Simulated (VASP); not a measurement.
A run of VASP 6.6.1:

Contents of INCAR:

```
SYSTEM = CdS
PREC     = Accurate       ! precision mode
ENCUT    = 500            ! plane-wave cutoff, eV
EDIFF    = 1E-7           ! SCF threshold, eV
ISMEAR   = -1             ! smearing method
SIGMA    = 0.05           ! smearing width, eV
LREAL    = .False.        ! projectors in reciprocal space
LASPH    = .True.         ! aspherical terms in the spheres
NELM     = 120            ! most SCF steps
ALGO     = Normal         ! electronic algorithm
ISIF     = 3              ! what is computed and relaxed
LWAVE    = .False.        ! write WAVECAR
LCHARG   = .False.        ! write CHGCAR
GGA      = PS             ! functional
IBRION   = 2              ! ionic algorithm
NSW      = 60             ! ionic steps
EDIFFG   = -0.01          ! ionic threshold
PSTRESS  = 50.0         
GGA_COMPAT= .False.      
NELMIN   = 4
```

KPOINTS

```
Automatic mesh
0
Gamma
  7 7 4
  0 0 0
```

Contents of POSCAR:

```
CdS
1.0
    4.1500000000      0.0000000000      0.0000000000
   -2.0750000000      3.5940054257      0.0000000000
    0.0000000000      0.0000000000      6.7370000000
Cd S
2 2
Direct
    0.6666666667      0.3333333333      0.5000000000
    0.3333333333      0.6666666667      0.0000000000
    0.6666666667      0.3333333333      0.8750000000
    0.3333333333      0.6666666667      0.3750000000
```

Potentials or basis: VASP PAW PBE potentials, release 64 (Cd, S).

The run is started by

```bash
$ cat potpaw_PBE.64/Cd/POTCAR potpaw_PBE.64/S/POTCAR > POTCAR
$ mpirun -np 1 vasp_std > vasp.out
```

Hardware: 1 thread of Intel Xeon 6975P-C, on a shared host.

Question: Estimate the wall time of this run.

Answer: Run time: 3.3 min on 1 thread of Intel Xeon 6975P-C (shared host), peak memory 0.23 GiB. Counts: scf iterations 62, k points 24, ion steps 6.
